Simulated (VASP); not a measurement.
## Co: single point with PBE

The system is Co.

```xyz
2
Lattice="2.5054 0.0000 0.0000 -1.2527 2.1697 0.0000 0.0000 0.0000 4.0893" Properties=species:S:1:pos:R:3 pbc="T T T"
Co    0.0000    1.4465    1.0223
Co    1.2527    0.7232    3.0670
```

```json
{
  "Program": "VASP 6.6.1",
  "Task": "single point",
  "Functional": "PBE",
  "Potentials or basis": "VASP PAW PBE potentials, release 64 (Co)",
  "Cutoff": "520 eV",
  "k mesh": "13 × 13 × 7",
  "Occupations": "fermi-dirac, width 0.05 eV",
  "Spin": "collinear spin, ferromagnetic start",
  "Starting moments": "[3.0, 3.0] μB",
  "Dipole correction": "no",
  "Further INCAR settings": "ALGO = Normal; EDIFF = 1e-07; NBANDS = 20"
}
```

The pressure is -5.4 GPa, the net moment is 3.24 μB per cell and the site moments are Co +1.64 μB. The valence electrons inside the program's atomic spheres are Co 8.23.

Stress tensor (GPa, compression positive):
```
-4.53  0.00  0.00
 0.00 -4.53  0.00
 0.00  0.00 -6.99
```

Levels at points of the mesh, in eV from the Fermi level:
Spin up:
| k point | band 7 | band 8 | band 9 | band 10 | band 11 | band 12 | band 13 | band 14 | band 15 | band 16 |
| --- | --- | --- | --- | --- | --- | --- | --- | --- | --- | --- |
| (0.00, 0.00, 0.00) | -2.26 | -1.90 | -1.90 | -0.88 | -0.88 | -0.15 | 6.01 | 21.90 | 24.30 | 24.30 |
Spin down:
```
           k point  band 4  band 5  band 6  band 7  band 8  band 9  band 10  band 11
(0.00, 0.00, 0.00)   -0.90   -0.90   -0.56   -0.56   -0.23   -0.11    -0.11     1.03
```

Wall time 31 s on 1 thread of Intel(R) Xeon(R) 6975P-C (Granite Rapids), with other jobs on the host, peak memory 0.18 GiB.

Caveat: the cell stands under tension.
